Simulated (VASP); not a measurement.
# Be16H (a cell with a defect) in VASP: a series of runs

Be16H (a cell with a defect) is run at these levels: LDA; tasks: relaxation of the atoms, single point.

Everything below comes from runs of VASP 6.6.1. Logs are shortened: lines on timing, memory, paths and dates and some standing lists are left out, and cuts for length are marked.

## 1. The cell of the first run

The cell holds a defect, 17 atoms: a = 4.580 Å, b = 3.966 Å, c = 7.177 Å, α = 90.00°, β = 90.00°, γ = 90.00°.

## 2. Relaxation of the atoms, LDA

Contents of INCAR:

```
ALGO     = Normal         # electronic algorithm
EDIFF    = 1E-7           # SCF threshold, eV
EDIFFG   = -0.03          # ionic threshold
ENCUT    = 520            # plane-wave cutoff, eV
IBRION   = 2              # ionic algorithm
ISIF     = 2              # what is computed and relaxed
ISMEAR   = -1             # smearing method
LASPH    = T              # aspherical terms in the spheres
LCHARG   = F              # write CHGCAR
LREAL    = Auto         
LWAVE    = F              # write WAVECAR
NELM     = 100            # most SCF steps
NSW      = 80             # ionic steps
PREC     = Accurate       # precision mode
SIGMA    = 0.05           # smearing width, eV
```

Contents of KPOINTS:

```
k-points
0
Gamma
  5 6 4
```

Contents of POSCAR:

```
Be16H
1.0
   -2.2900000000     -3.9663960000      0.0000000000
    3.4350000000     -1.9831980000      0.0000000000
    0.0000000000      0.0000000000      7.1768600000
Be H
16 1
Direct
    0.7500000700      0.5000000400      0.0000000000
    0.5000000400      0.3333333600      0.2500000000
    0.7500000700      0.5000000400      0.5000000000
    0.5000000400      0.3333333600      0.7500000000
    0.5000000300      0.0000000200      0.0000000000
    0.2500000400      0.8333333600      0.2500000000
    0.5000000300      0.0000000200      0.5000000000
    0.2500000400      0.8333333600      0.7500000000
    0.2500000300      0.5000000200      0.0000000000
    0.0000000100      0.3333333400      0.2500000000
    0.2500000300      0.5000000200      0.5000000000
    0.0000000100      0.3333333400      0.7500000000
    0.0000000000      0.0000000000      0.0000000000
    0.7500000800      0.8333333800      0.2500000000
    0.0000000000      0.0000000000      0.5000000000
    0.7500000800      0.8333333800      0.7500000000
   -0.0040576400      0.6640144800      0.3678412400
```

Potentials or basis: VASP PAW LDA potentials, release 64 (Be, H).

Launch:

```
cat potpaw_LDA.64/Be/POTCAR potpaw_LDA.64/H/POTCAR > POTCAR
mpirun -np 1 vasp_std > vasp.out
```

OUTCAR:

```text
EDIFF = 1E-7
   EDIFFG = -0.03
   ENCUT = 520
   IBRION = 2
   ISIF = 2
   ISMEAR = -1
   LASPH = T
   LREAL = Auto
   NELM = 100
   NSW = 80
   PREC = Accurate

 ion  position               nearest neighbor table
   1  0.750  0.500  0.000-  10 2.23  12 2.23  14 2.23  16 2.23   2 2.23   4 2.23  13 2.29   9 2.29
                            13 2.29   5 2.29   5 2.29   9 2.29
   2  0.500  0.333  0.250-   5 2.23   7 2.23   9 2.23  11 2.23   1 2.23   3 2.23  10 2.29   6 2.29
                            10 2.29   6 2.29  14 2.29  14 2.29
   3  0.750  0.500  0.500-  17 1.61  12 2.23  10 2.23  16 2.23  14 2.23   4 2.23   2 2.23  15 2.29
                            11 2.29  15 2.29   7 2.29   7 2.29  11 2.29
   4  0.500  0.333  0.750-   5 2.23   7 2.23   9 2.23  11 2.23   1 2.23   3 2.23  12 2.29   8 2.29
                            12 2.29   8 2.29  16 2.29  16 2.29
   5  0.500  0.000  0.000-   6 2.23   8 2.23   2 2.23   4 2.23  14 2.23  16 2.23  13 2.29   9 2.29
                            13 2.29   9 2.29   1 2.29   1 2.29
   6  0.250  0.833  0.250-  17 1.59   7 2.23   5 2.23  11 2.23   9 2.23  15 2.23  13 2.23  14 2.29
                             2 2.29  10 2.29   2 2.29  10 2.29  14 2.29
   7  0.500  0.000  0.500-   6 2.23   8 2.23   2 2.23   4 2.23  14 2.23  16 2.23  15 2.29  11 2.29
                            15 2.29  11 2.29   3 2.29   3 2.29
   8  0.250  0.833  0.750-   5 2.23   7 2.23   9 2.23  11 2.23  13 2.23  15 2.23  16 2.29   4 2.29
                            12 2.29   4 2.29  12 2.29  16 2.29
   9  0.250  0.500  0.000-  10 2.23  12 2.23   6 2.23   8 2.23   2 2.23   4 2.23   1 2.29   5 2.29
                            13 2.29   5 2.29  13 2.29   1 2.29
  10  0.000  0.333  0.250-  17 1.56   3 2.23   1 2.23  11 2.23   9 2.23  15 2.23  13 2.23  14 2.29
                             2 2.29  14 2.29   6 2.29   2 2.29   6 2.29
  11  0.250  0.500  0.500-  17 1.64  12 2.23  10 2.23   8 2.23   6 2.23   4 2.23   2 2.23   3 2.29
                             7 2.29  15 2.29   7 2.29  15 2.29   3 2.29
  12  0.000  0.333  0.750-   1 2.23   3 2.23   9 2.23  11 2.23  13 2.23  15 2.23  16 2.29   4 2.29
                            16 2.29   8 2.29   4 2.29   8 2.29
  13  0.000  0.000  0.000-  14 2.23  16 2.23  10 2.23  12 2.23   6 2.23   8 2.23   1 2.29   5 2.29
                             1 2.29   5 2.29   9 2.29   9 2.29
  14  0.750  0.833  0.250-  17 1.56  15 2.23  13 2.23   3 2.23   1 2.23   7 2.23   5 2.23  10 2.29
                             6 2.29  10 2.29   2 2.29   2 2.29   6 2.29
  15  0.000  0.000  0.500-  17 1.64  16 2.23  14 2.23  12 2.23  10 2.23   8 2.23   6 2.23   3 2.29
                             7 2.29   3 2.29  11 2.29   7 2.29  11 2.29
  16  0.750  0.833  0.750-  13 2.23  15 2.23   1 2.23   3 2.23   5 2.23   7 2.23  12 2.29   8 2.29
                            12 2.29   4 2.29   4 2.29   8 2.29
  17  0.996  0.664  0.368-  14 1.56  10 1.56   6 1.59   3 1.61  15 1.64  11 1.64

  LATTYP: Found a simple orthorhombic cell.
 ALAT       =     3.9663962620
 B/A-ratio  =     1.1547004875
 C/A-ratio  =     1.8094157835

  Lattice vectors:

 A1 = (  -3.4350000000,   1.9831980000,   0.0000000000)
 A2 = (  -2.2900000000,  -3.9663960000,   0.0000000000)
 A3 = (   0.0000000000,   0.0000000000,   7.1768600000)

Analysis of symmetry for initial positions (statically):
=====================================================================
 Subroutine PRICEL returns:
 Original cell was already a primitive cell.

 Routine SETGRP: Setting up the symmetry group for a
 simple orthorhombic supercell.

 Subroutine GETGRP returns: Found  1 space group operations
 (whereof  1 operations were pure point group operations)
 out of a pool of  8 trial point group operations.

The static configuration has the point symmetry C_1 .

Analysis of symmetry for dynamics (positions and initial velocities):
=====================================================================
 Subroutine PRICEL returns:
 Original cell was already a primitive cell.

 Routine SETGRP: Setting up the symmetry group for a
 simple orthorhombic supercell.

 Subroutine GETGRP returns: Found  1 space group operations
 (whereof  1 operations were pure point group operations)
 out of a pool of  8 trial point group operations.

The dynamic configuration has the point symmetry C_1 .

 Subroutine INISYM returns: Found  1 space group operations
 (whereof  1 operations are pure point group operations),
 and found     1 'primitive' translations

----------------------------------------------------------------------------------------

                                     Primitive cell

  volume of cell :     130.3755

  direct lattice vectors                    reciprocal lattice vectors
    -2.290000000 -3.966396000  0.000000000    -0.109170306 -0.189088533  0.000000000
     3.435000000 -1.983198000  0.000000000     0.218340611 -0.126059022  0.000000000
     0.000000000  0.000000000  7.176860000     0.000000000  0.000000000  0.139336702

  length of vectors
     4.579999697  3.966396262  7.176860000     0.218340626  0.252118027  0.139336702

[... 52 lines left out ...]
     0.000000000  0.000000000  0.034834175     0.000000000  0.000000000  0.250000000

  Length of vectors
     0.043668125  0.042019671  0.034834175

  Shift w.r.t. Gamma in fractional coordinates (k-lattice)
     0.000000000  0.000000000  0.000000000

 Subroutine IBZKPT returns following result:
 ===========================================

 Found     62 irreducible k-points:

 Following reciprocal coordinates:
            Coordinates               Weight
  0.000000  0.000000  0.000000      1.000000
  0.200000  0.000000  0.000000      2.000000
  0.400000  0.000000  0.000000      2.000000
  0.000000  0.166667  0.000000      2.000000
  0.200000  0.166667  0.000000      2.000000
 -0.200000  0.166667  0.000000      2.000000
[... 16 lines left out ...]
  0.000000  0.166667 -0.250000      2.000000
  0.200000  0.166667  0.250000      2.000000
 [... further k-points ...]
   k-points           NKPTS =     62   k-points in BZ     NKDIM =     62   number of bands    NBANDS=     25
   number of dos      NEDOS =    301   number of ions     NIONS =     17
   total plane-waves  NPLWV =  58320
   dimension x,y,z NGX =    36 NGY =   30 NGZ =   54
   dimension x,y,z NGXF=    72 NGYF=   60 NGZF=  108
   ions per type =              16   1
   NGX,Y,Z   is equivalent  to a cutoff of  13.07, 12.57, 12.51 a.u.
   NGXF,Y,Z  is equivalent  to a cutoff of  26.13, 25.15, 25.02 a.u.
 SYSTEM =  unknown system
   PREC   = accura    normal or accurate (medium, high low for compatibility)
   ISTART =      0    job   : 0-new  1-cont  2-samecut
   ICHARG =      2    charge: 1-file 2-atom 10-const
   ISPIN  =      1    spin polarized calculation?
   LNONCOLLINEAR =      F non collinear calculations
   LSORBIT =      F    spin-orbit coupling
   LASPH  =      T    aspherical Exc in radial PAW
   ENCUT  =  520.0 eV  38.22 Ry    6.18 a.u.   8.52  7.37 13.34*2*pi/ulx,y,z
   NELM   =    100;   NELMIN=  2; NELMDL= -5     # of ELM steps
   EDIFF  = 0.1E-06   stopping-criterion for ELM
   LREAL  =      T    real-space projection
   EDIFFG = -.3E-01   stopping-criterion for IOM
   NSW    =     80    number of steps for IOM
   IBRION =      2    ionic relax: 0-MD 1-quasi-New 2-CG
   NFREE  =      1    steps in history (QN), initial steepest desc. (CG)
   ISIF   =      2    stress and relaxation
   ISYM   =      2    0-nonsym 1-usesym 2-fastsym
   POTIM  = 0.5000    time-step for ionic-motion
   TEBEG  =    0.0;   TEEND  =   0.0 temperature during run
   PSTRESS=    0.0 pullay stress
   NELECT =      33.0000    total number of electrons
   NUPDOWN=      -1.0000    fix difference up-down
   EMIN   =  10.00;   EMAX   =-10.00  energy-range for DOS
   EFERMI =   0.00;   METHOD = LEGACY
   ISMEAR =    -1;   SIGMA  =   0.05  broadening in eV -4-tet -1-fermi 0-gaus
   EFERMI_NEDOS =   21; number of points for ismear=-14 and -15
   IALGO  =     38    algorithm
   IMIX   =      4    mixing-type and parameters
     AMIX     =   0.40;   BMIX     =  1.00
     AMIX_MAG =   1.60;   BMIX_MAG =  1.00
  volume/ion in A,a.u.               =       7.67        51.75
  Fermi-wavevector in a.u.,A,eV,Ry     =   1.035573  1.956950 14.591049  1.072412
  Thomas-Fermi vector in A             =   2.169923
   LORBIT       =      0    0 simple, 1 ext, 2 COOP (PROOUT), +10 PAW based schemes
   GGA     = CA    functional components
   LHFCALC =     F    Hartree Fock is set to
   AEXX    =    0.0000 exact exchange contribution
   IVDW    =     0    specifies the selected vdW correction
   LEPSILON=     F    determine dielectric tensor
   LRPA    =     F    only Hartree local field effects (RPA)
 conjugate gradient relaxation of ions
 non-spin polarized calculation
  energy-cutoff  :      520.00
  volume of cell :      130.38
 maximum number of plane-waves:      3532
 NGX is ok and might be reduce to    36
   NGX = 17   NGY = 15   NGZ = 27

--------------------------------------- Ionic step        1  -------------------------------------------

 number of electron      33.0000000 magnetization

 Free energy of the ion-electron system (eV)
  ---------------------------------------------------
  ext. energy  EPLUGINS =         0.00000000
  ---------------------------------------------------
  free energy    TOTEN  =       -68.94803660 eV

  energy without entropy =      -68.93683009  energy(sigma->0) =      -68.94243334

------------------------ aborting loop because EDIFF is reached ----------------------------------------

  FORCE on cell =-STRESS in cart. coord.  units (eV):
  Direction    XX          YY          ZZ          XY          YZ          ZX
  --------------------------------------------------------------------------------------
  -------------------------------------------------------------------------------------
  Total       -3.5941302     -3.5788241     -5.4811757      0.0330657     -0.0262303      0.0236477
  in kB      -44.1680644    -43.9799680    -67.3578597      0.4063420     -0.3223429      0.2906048
  external PRESSURE =     -51.8352974 kB  Pullay stress =       0.0000000 kB
[... 293 lines left out ...]
--------------------------------------- Ionic step        7  -------------------------------------------

 number of electron      33.0000000 magnetization

 Free energy of the ion-electron system (eV)
  ---------------------------------------------------
  ext. energy  EPLUGINS =         0.00000000
  ---------------------------------------------------
  free energy    TOTEN  =       -69.02699168 eV

  energy without entropy =      -69.01427050  energy(sigma->0) =      -69.02063109

 E-fermi :   7.1790     XC(G=0): -10.6034

 val. band max:        7.1335657248   @ k =  -0.4000   0.3333   0.0000
 cond. band min:       7.2099412690   @ k =   0.0000   0.0000   0.0000
 fundamental gap:      0.0763755442
 Fermi energy:         7.1790045623

 k-point     1 :       0.0000    0.0000    0.0000
  band No.  band energies     occupation
      1      -5.3214      2.00000
      2      -3.1579      2.00000
      3      -2.3108      2.00000
      4      -0.3759      2.00000
      5       0.7867      2.00000
      6       1.3485      2.00000
[... 661 lines left out ...]
     24      10.2182      0.00000
     25      10.6603      0.00000

 [... further k-points ...]
[... 5 lines left out ...]
  --------------------------------------------------------------------------------------
  -------------------------------------------------------------------------------------
  Total       -3.7730611     -3.7437417     -5.7263675      0.0253209     -0.0001167     -0.0005295
  in kB      -46.3669358    -46.0066315    -70.3710090      0.3111667     -0.0014342     -0.0065071
  external PRESSURE =     -54.2481921 kB  Pullay stress =       0.0000000 kB
[... 32 lines left out ...]
  FREE ENERGIE OF THE ION-ELECTRON SYSTEM (eV)
  ---------------------------------------------------
  free  energy   TOTEN  =       -69.0269916773 eV

  energy  without entropy=      -69.0142705045  energy(sigma->0) =      -69.02063109

 reached required accuracy - stopping structural energy minimisation
```

Run time: 30 min. Hardware: 1 thread of Intel Xeon Platinum 8259CL at 2.50GHz (Skylake/Cascade Lake), shared host; peak memory 0.28 GiB.

Results:

```yaml
Free_energy: -69.0270 eV
Energy_gained_by_relaxing: 4.6 meV/atom
Ionic_steps: 7
Pressure_after_relaxing: -5.4 GPa
Largest_force_after_relaxing: 0.025 eV/Å
```

Forces in eV/Å, atoms in the order of the input:
```
Be  -0.006  0.006 -0.008
Be   0.008 -0.007  0.008
Be   0.006  0.002 -0.006
Be   0.003 -0.001 -0.005
Be  -0.002  0.001 -0.004
Be  -0.001 -0.003  0.004
Be  -0.010  0.005 -0.015
Be   0.006 -0.004  0.004
Be  -0.008  0.004 -0.007
Be  -0.008  0.007  0.008
Be  -0.001 -0.003 -0.007
Be  -0.012  0.009  0.000
Be   0.010 -0.005  0.002
Be  -0.001  0.005  0.004
Be   0.010 -0.004 -0.006
Be   0.006 -0.001  0.005
H   -0.003 -0.011  0.022
```

Stress tensor (GPa, compression positive):
```
-4.64  0.03  0.00
 0.03 -4.60  0.00
 0.00  0.00 -7.04
```

The path:
| step | energy change (eV) | largest force (eV/Å) | pressure (GPa) |
| --- | --- | --- | --- |
| 1 | 0.0000 | 0.5842 | -5.18 |
| 2 | -0.0607 | 0.2130 | -5.37 |
| 3 | -0.0727 | 0.1591 | -5.42 |
| 4 | -0.0766 | 0.0899 | -5.43 |
| 5 | -0.0781 | 0.0647 | -5.42 |
| 6 | -0.0787 | 0.0467 | -5.43 |
| 7 | -0.0790 | 0.0247 | -5.42 |

Final structure:
```
CELL_PARAMETERS angstrom
-2.29000 -3.96640 0.00000
3.43500 -1.98320 0.00000
0.00000 0.00000 7.17686
ATOMIC_POSITIONS crystal
Be 0.74851 0.49917 0.00035
Be 0.49962 0.33039 0.24939
Be 0.74247 0.49481 0.50281
Be 0.49983 0.33094 0.75276
Be 0.49980 0.00196 0.99676
Be 0.25721 0.83761 0.24649
Be 0.49965 0.00257 0.50007
Be 0.25123 0.83392 0.74893
Be 0.25121 0.49920 0.00035
Be 0.00000 0.32442 0.24641
Be 0.25719 0.49521 0.50280
Be 0.99990 0.33762 0.75167
Be 0.99989 0.99573 0.99744
Be 0.74244 0.83806 0.24644
Be 0.99998 0.00856 0.50264
Be 0.74850 0.83397 0.74891
H 0.99850 0.66655 0.37363
```

(Continued in part 2 of 2.)
